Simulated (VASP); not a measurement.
# HgTe (F-43m) in VASP: single point with PBE

Aim: the single point of HgTe with PBE.

Program: VASP 6.6.1. These are calculated values, not measurements. Logs are shortened: lines on timing, memory, paths and dates and some standing lists are left out, and cuts for length are marked.

**1. The cell of the first run**

Symmetry: F-43m, No. 216, cubic system. Conventional cell: a = 6.653 Å, b = 6.653 Å, c = 6.653 Å, α = 90.00°, β = 90.00°, γ = 90.00°. Hg (site symmetry -43m) has 4 Te at 2.88 Å within 3.8 Å. Te (site symmetry -43m) has 4 Hg at 2.88 Å within 3.8 Å.

**2. Single point, PBE, non-collinear spin, zero start, spin-orbit coupling**

POSCAR reads:

```
HgTe
1.0
    0.0000000000      3.3264077971      3.3264077971
    3.3264077971      0.0000000000      3.3264077971
    3.3264077971      3.3264077971      0.0000000000
Hg Te
1 1
Direct
    0.0000000000      0.0000000000      0.0000000000
    0.2500000000      0.2500000000      0.2500000000
```

INCAR.step1 reads:

```
PREC = Accurate
ENCUT = 400
EDIFF = 1E-6
ISMEAR = 0
SIGMA = 0.1
LREAL = F
LASPH = T
NELM = 200
ALGO = Normal
ISIF = 2
LWAVE = F
LCHARG = T
LNONCOLLINEAR = T
MAGMOM = 0 0 0 0 0 0
LSORBIT = T
GGA_COMPAT = F
LORBMOM = T
GGA = PE
NBANDS = 30
NEDOS = 2001
LORBIT = 11
```

KPOINTS.step1 reads:

```
Automatic mesh
0
Gamma
  12 12 12
```

INCAR.step2 reads:

```
PREC = Accurate
ENCUT = 400
EDIFF = 1E-6
ISMEAR = -5
SIGMA = 0.1
LREAL = F
LASPH = T
NELM = 200
ALGO = Normal
ISIF = 2
LWAVE = F
LCHARG = F
LNONCOLLINEAR = T
MAGMOM = 0 0 0 0 0 0
LORBIT = 11
LSORBIT = T
GGA_COMPAT = F
LORBMOM = T
GGA = PE
NBANDS = 30
NEDOS = 2001
ICHARG = 11
```

KPOINTS.step2 reads:

```
Automatic mesh
0
Gamma
  18 18 18
```

Potentials or basis: VASP PAW PBE potentials, release 64 (Hg, Te).

Command:

```bash
cat potpaw_PBE.64/Hg/POTCAR potpaw_PBE.64/Te/POTCAR > POTCAR
cp INCAR.step1 INCAR
cp KPOINTS.step1 KPOINTS
mpirun -np 1 vasp_ncl > vasp.out
cp INCAR.step2 INCAR
cp KPOINTS.step2 KPOINTS
mpirun -np 1 vasp_ncl > vasp.out
```

OUTCAR:

```text
PREC = Accurate
   ENCUT = 400
   EDIFF = 1E-6
   ISMEAR = -5
   LREAL = F
   LASPH = T
   NELM = 200
   ISIF = 2
   LNONCOLLINEAR = T
   LORBIT = 11
   LSORBIT = T
   GGA = PE
   ICHARG = 11

 ion  position               nearest neighbor table
   1  0.000  0.000  0.000-   2 2.88   2 2.88   2 2.88   2 2.88
   2  0.250  0.250  0.250-   1 2.88   1 2.88   1 2.88   1 2.88

  LATTYP: Found a face centered cubic cell.
 ALAT       =     6.6528155942

  Lattice vectors:

 A1 = (   0.0000000000,   3.3264077971,   3.3264077971)
 A2 = (   3.3264077971,   0.0000000000,   3.3264077971)
 A3 = (   3.3264077971,   3.3264077971,   0.0000000000)

Analysis of symmetry for initial positions (statically):
=====================================================================
 Subroutine PRICEL returns:
 Original cell was already a primitive cell.

 Routine SETGRP: Setting up the symmetry group for a
 face centered cubic supercell.

 Subroutine GETGRP returns: Found 24 space group operations
 (whereof 24 operations were pure point group operations)
 out of a pool of 48 trial point group operations.

The static configuration has the point symmetry T_d .

Analysis of symmetry for dynamics (positions and initial velocities):
=====================================================================
 Subroutine PRICEL returns:
 Original cell was already a primitive cell.

 Routine SETGRP: Setting up the symmetry group for a
 face centered cubic supercell.

 Subroutine GETGRP returns: Found 24 space group operations
 (whereof 24 operations were pure point group operations)
 out of a pool of 48 trial point group operations.

The dynamic configuration has the point symmetry T_d .

Analysis of structural, dynamic, and magnetic symmetry:
=====================================================================
 Subroutine PRICEL returns:
 Original cell was already a primitive cell.

 Routine SETGRP: Setting up the symmetry group for a
 face centered cubic supercell.

 Subroutine GETGRP returns: Found 24 space group operations
 (whereof 24 operations were pure point group operations)
 out of a pool of 48 trial point group operations.

The overall configuration has the point symmetry T_d .

 Subroutine INISYM returns: Found 24 space group operations
 (whereof 24 operations are pure point group operations),
 and found     1 'primitive' translations

----------------------------------------------------------------------------------------

                                     Primitive cell

  volume of cell :      73.6133

  direct lattice vectors                    reciprocal lattice vectors
     0.000000000  3.326407797  3.326407797    -0.150312298  0.150312298  0.150312298
     3.326407797  0.000000000  3.326407797     0.150312298 -0.150312298  0.150312298
     3.326407797  3.326407797  0.000000000     0.150312298  0.150312298 -0.150312298

  length of vectors
     4.704251021  4.704251021  4.704251021     0.260348537  0.260348537  0.260348537

  position of ions in fractional coordinates (direct lattice)
     0.000000000  0.000000000  0.000000000
     0.250000000  0.250000000  0.250000000

  ion indices of the primitive-cell ions
   primitive index   ion index
                 1           1
                 2           2

----------------------------------------------------------------------------------------

 KPOINTS: Automatic mesh
[... 94 lines left out ...]
   LORBIT       =     11    0 simple, 1 ext, 2 COOP (PROOUT), +10 PAW based schemes
   GGA     = PE    functional components
   LHFCALC =     F    Hartree Fock is set to
   AEXX    =    0.0000 exact exchange contribution
   IVDW    =     0    specifies the selected vdW correction
   LEPSILON=     F    determine dielectric tensor
   LRPA    =     F    only Hartree local field effects (RPA)
 Fermi weights with tetrahedron method with Bloechl corrections
  energy-cutoff  :      400.00
  volume of cell :       73.61
 maximum number of plane-waves:      2726

 number of electron      18.0000007 magnetization      -0.0000000     -0.0000000     -0.0000000

 Free energy of the ion-electron system (eV)
  ---------------------------------------------------
  ext. energy  EPLUGINS =         0.00000000
  ---------------------------------------------------
  free energy    TOTEN  =        -4.04559068 eV

  energy without entropy =       -4.04559068  energy(sigma->0) =       -4.04559068

 E-fermi :   2.4731     XC(G=0):  -8.3538

 val. band max:        2.4727332060   @ k =   0.0000   0.0000   0.0000
 cond. band min:       2.4727332287   @ k =   0.0000   0.0000   0.0000
 fundamental gap:      0.0000000227
 Fermi energy:         2.4730632758

 k-point     1 :       0.0000    0.0000    0.0000
  band No.  band energies     occupation
      1      -9.1855      1.00000
      2      -9.1855      1.00000
      3      -5.5391      1.00000
      4      -5.5391      1.00000
      5      -5.5391      1.00000
      6      -5.5391      1.00000
[... 781 lines left out ...]
     29      10.4880      0.00000
     30      10.5379      0.00000

 [... further k-points ...]

------------------------ aborting loop because EDIFF is reached ----------------------------------------

  FORCE on cell =-STRESS in cart. coord.  units (eV):
  Direction    XX          YY          ZZ          XY          YZ          ZX
  --------------------------------------------------------------------------------------
  -------------------------------------------------------------------------------------
  Total       -0.0778469     -0.0778469     -0.0778469     -0.0000000     -0.0000000      0.0000000
  in kB       -1.6943193     -1.6943193     -1.6943193     -0.0000000     -0.0000000      0.0000000
  external PRESSURE =      -1.6943193 kB  Pullay stress =       0.0000000 kB

 VOLUME and BASIS-vectors are now :
 -----------------------------------------------------------------------------
  energy-cutoff  :      400.00
  volume of cell :       73.61
      direct lattice vectors                 reciprocal lattice vectors
     0.000000000  3.326407797  3.326407797    -0.150312298  0.150312298  0.150312298
     3.326407797  0.000000000  3.326407797     0.150312298 -0.150312298  0.150312298
     3.326407797  3.326407797  0.000000000     0.150312298  0.150312298 -0.150312298

 POSITION                                       TOTAL-FORCE (eV/Angst)
 -----------------------------------------------------------------------------------
      0.00000      0.00000      0.00000         0.000000     -0.000000      0.000000
      1.66320      1.66320      1.66320        -0.000000      0.000000     -0.000000
 -----------------------------------------------------------------------------------
    total drift:                               -0.000000     -0.000000     -0.000000

  FREE ENERGIE OF THE ION-ELECTRON SYSTEM (eV)
  ---------------------------------------------------
  free  energy   TOTEN  =        -4.0455906848 eV

  energy  without entropy=       -4.0455906848  energy(sigma->0) =       -4.04559068

 orbital moment (x)

 # of ion     p       d       tot
 ----------------------------------------
  1        -0.000  -0.000  -0.000
  2         0.000  -0.000  -0.000
 ----------------------------------------
           -0.000  -0.000  -0.000

 orbital moment (y)

 # of ion     p       d       tot
 ----------------------------------------
  1        -0.000   0.000   0.000
  2         0.000  -0.000   0.000
 ----------------------------------------
            0.000   0.000   0.000

 orbital moment (z)

 # of ion     p       d       tot
 ----------------------------------------
  1         0.000   0.000   0.000
  2         0.000   0.000   0.000
 ----------------------------------------
            0.000   0.000   0.000

 Spin-Orbit-Coupling matrix elements

 Ion:    1  E_soc:     -0.5711905
 l=   1
     0.0000000    -0.0288249    -0.0288249
    -0.0288249     0.0000000    -0.0288249
    -0.0288249    -0.0288249     0.0000000
 l=   2
     0.0000000    -0.0130815     0.0000000    -0.0130815    -0.0532920
    -0.0130815     0.0000000    -0.0399690    -0.0130815    -0.0133230
     0.0000000    -0.0399690     0.0000000    -0.0399690     0.0000000
    -0.0130815    -0.0130815    -0.0399690     0.0000000    -0.0133230
    -0.0532920    -0.0133230     0.0000000    -0.0133230     0.0000000
 l=   3
     0.0000000     0.0000000     0.0000000     0.0000000     0.0000000     0.0000000     0.0000000
     0.0000000     0.0000000     0.0000000     0.0000000     0.0000000     0.0000000     0.0000000
     0.0000000     0.0000000     0.0000000     0.0000000     0.0000000     0.0000000     0.0000000
     0.0000000     0.0000000     0.0000000     0.0000000     0.0000000     0.0000000     0.0000000
     0.0000000     0.0000000     0.0000000     0.0000000     0.0000000     0.0000000     0.0000000
     0.0000000     0.0000000     0.0000000     0.0000000     0.0000000     0.0000000     0.0000000
     0.0000000     0.0000000     0.0000000     0.0000000     0.0000000     0.0000000     0.0000000

 Ion:    2  E_soc:     -0.2279525
 l=   1
     0.0000000    -0.0378758    -0.0378758
    -0.0378758     0.0000000    -0.0378758
    -0.0378758    -0.0378758     0.0000000
 l=   2
     0.0000000    -0.0000455     0.0000000    -0.0000455    -0.0000709
    -0.0000455     0.0000000    -0.0000531    -0.0000455    -0.0000177
     0.0000000    -0.0000531     0.0000000    -0.0000531     0.0000000
    -0.0000455    -0.0000455    -0.0000531     0.0000000    -0.0000177
    -0.0000709    -0.0000177     0.0000000    -0.0000177     0.0000000
 l=   3
     0.0000000     0.0000000     0.0000000     0.0000000     0.0000000     0.0000000     0.0000000
     0.0000000     0.0000000     0.0000000     0.0000000     0.0000000     0.0000000     0.0000000
     0.0000000     0.0000000     0.0000000     0.0000000     0.0000000     0.0000000     0.0000000
     0.0000000     0.0000000     0.0000000     0.0000000     0.0000000     0.0000000     0.0000000
     0.0000000     0.0000000     0.0000000     0.0000000     0.0000000     0.0000000     0.0000000
     0.0000000     0.0000000     0.0000000     0.0000000     0.0000000     0.0000000     0.0000000
     0.0000000     0.0000000     0.0000000     0.0000000     0.0000000     0.0000000     0.0000000

 total charge

# of ion       s       p       d       tot
------------------------------------------
    1        0.744   0.365   9.360  10.468
    2        1.376   1.937   0.026   3.338
--------------------------------------------------
tot          2.119   2.302   9.385  13.806

 magnetization (x)

# of ion       s       p       d       tot
------------------------------------------
    1        0.000   0.000   0.000   0.000
    2       -0.000  -0.000   0.000  -0.000
--------------------------------------------------
tot         -0.000   0.000   0.000   0.000

 magnetization (y)

# of ion       s       p       d       tot
------------------------------------------
    1        0.000   0.000   0.000   0.000
    2        0.000   0.000   0.000   0.000
--------------------------------------------------
tot          0.000   0.000   0.000   0.000

 magnetization (z)

# of ion       s       p       d       tot
------------------------------------------
    1       -0.000   0.000   0.000   0.000
    2       -0.000  -0.000   0.000  -0.000
--------------------------------------------------
tot         -0.000   0.000   0.000  -0.000
```

It took 29 min on 1 thread of AMD EPYC 7R13, shared host; peak memory 0.78 GiB.

Results:

| Property | Result |
| --- | --- |
| Net moment | 0.00 μB per cell |
| Valence electrons inside the program's atomic spheres | Hg 10.47; Te 3.34 |

Moments on the atoms (μB; x, y, z):
```
Hg  0.00 0.00 0.00
Te  0.00 0.00 0.00
```
